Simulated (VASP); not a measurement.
Set up this calculation in VASP 6.6.1, as the native input.

- Task: single point
- Functional: LDA
- Potentials or basis: VASP PAW LDA potentials, release 64 (V_sv, Si)
- Cutoff: 520 eV
- k mesh: 7 × 7 × 4
- Occupations: fermi-dirac, width 0.05 eV
- Spin: collinear spin, ferromagnetic start
- Starting moments: [2.0, 2.0, 2.0, 0.0, 0.0, 0.0, 0.0, 0.0, 0.0] μB
- Dipole correction: no
- Further INCAR settings: ALGO = Normal; EDIFF = 1e-06; NBANDS = 46

The structure of VSi2 lies in POSCAR:

```
VSi2
1.0
    4.5347995798      0.0000000000      0.0000000000
   -2.2673997899      3.9272516372      0.0000000000
    0.0000000000      0.0000000000      6.3189006300
V Si
3 6
Direct
    0.5000000000      0.0000000000      0.5000000000
    0.5000000000      0.5000000000      0.8333333333
    0.0000000000      0.5000000000      0.1666666667
    0.3249864500      0.1624932250      0.1666666667
    0.8375067750      0.1624932250      0.8333333333
    0.1624932250      0.3249864500      0.5000000000
    0.6750135500      0.8375067750      0.1666666667
    0.1624932250      0.8375067750      0.8333333333
    0.8375067750      0.6750135500      0.5000000000
```

One way to write it, as run:

INCAR

```
PREC = Accurate
ENCUT = 520
EDIFF = 1E-6
ISMEAR = -1
SIGMA = 0.05
LREAL = False
LASPH = True
NELM = 150
ALGO = Normal
ISIF = 2
LWAVE = False
LCHARG = True
ISPIN = 2
MAGMOM = 2 2 2 0 0 0 0 0 0
LORBIT = 11
LMAXMIX = 4
LELF = True
LVHAR = True
NBANDS = 46
```

KPOINTS

```
Automatic mesh
0
Gamma
  7 7 4
```

Potentials or basis: VASP PAW LDA potentials, release 64 (V_sv, Si).

Command:

```console
$ cat potpaw_LDA.64/V_sv/POTCAR potpaw_LDA.64/Si/POTCAR > POTCAR
$ mpirun -np 1 vasp_std > vasp.out
```

Results of the run:

```json
{
 "Pressure": "-4.4 GPa",
 "Largest force": "0.102 eV/Å",
 "Net moment": "0.00 μB per cell",
 "Valence electrons inside the program's atomic spheres": "V 11.77; Si 1.67"
}
```

Caveat: the cell stands under tension; the moments typed at the start vanished in this run.

It took 9.1 min on 1 thread of Oxide Virtual Turin-like Processor (shared host), peak memory 0.28 GiB.
